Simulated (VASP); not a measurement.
Write the native input for VASP 6.6.1 that does the following.

```
Task                   : single point
Functional             : PBE
Dispersion             : D3(BJ)
Potentials or basis    : VASP PAW PBE potentials, release 64 (Sn_d, O)
Cutoff                 : 520 eV
k mesh                 : 7 × 7 × 1
Occupations            : gaussian, width 0.05 eV
Spin                   : no spin polarisation
Dipole correction      : yes
Further INCAR settings : ALGO = Normal; EDIFF = 1e-06; NBANDS = 50
```

The structure of SnO lies in POSCAR:

```
SnO
1.0
    3.8205591572     -0.0000144285      0.0000000000
    0.0000145032      3.8205591572      0.0000000000
    0.0000000000      0.0000000000     22.2281056610
Sn O
4 4
Direct
    0.7499972356      0.2500027644      0.2024464014
    0.2499972356      0.7500027644      0.3088006209
    0.2499972356      0.8750027644      0.5000000000
    0.7499972356      0.3750027644      0.6063542196
    0.2499972356      0.2500027644      0.2556235111
    0.7499972356      0.7500027644      0.2556235111
    0.7499972356      0.8750027644      0.5531771098
    0.2499972356      0.3750027644      0.5531771098
```

This cell differs from its parent crystal: layers slid over each other.

These files were run (other wordings do the same):

INCAR

```
SYSTEM = SnO
PREC     = Accurate       ! precision mode
ENCUT    = 520            ! plane-wave cutoff, eV
EDIFF    = 1E-6           ! SCF threshold, eV
ISMEAR   = 0              ! smearing method
SIGMA    = 0.05           ! smearing width, eV
LREAL    = .FALSE.        ! projectors in reciprocal space
LASPH    = .TRUE.         ! aspherical terms in the spheres
NELM     = 60             ! most SCF steps
ALGO     = Normal         ! electronic algorithm
ISIF     = 2              ! what is computed and relaxed
LWAVE    = .FALSE.        ! write WAVECAR
LCHARG   = .TRUE.         ! write CHGCAR
LDIPOL   = .TRUE.       
IDIPOL   = 3            
DIPOL    = 0.5 0.5 0.404
GGA      = PE             ! functional
IVDW     = 12             ! dispersion correction
LELF     = .TRUE.         ! ELF
LVHAR    = .TRUE.       
LVACPOTAV= .TRUE.       
NBANDS   = 50             ! bands
```

KPOINTS

```
Automatic mesh
0
G
  7 7 1
  0 0 0
```

Potentials or basis: VASP PAW PBE potentials, release 64 (Sn_d, O).

Command:

```bash
$ cat potpaw_PBE.64/Sn_d/POTCAR potpaw_PBE.64/O/POTCAR > POTCAR
$ mpirun -np 1 vasp_std > vasp.out
```

It gave:

- Largest force: 0.073 eV/Å
- Band gap on the k mesh: 2.45 eV (least direct gap 2.56 eV)
- Dispersion energy per atom: -0.154 eV

Caveat: the cell differs from its parent crystal (layers slid over each other); spin-orbit coupling is left out, which moves the levels of the heavy elements.

It took 4.2 min on 1 thread of Intel(R) Xeon(R) Platinum 8488C (Sapphire Rapids) (shared host), peak memory 0.44 GiB.
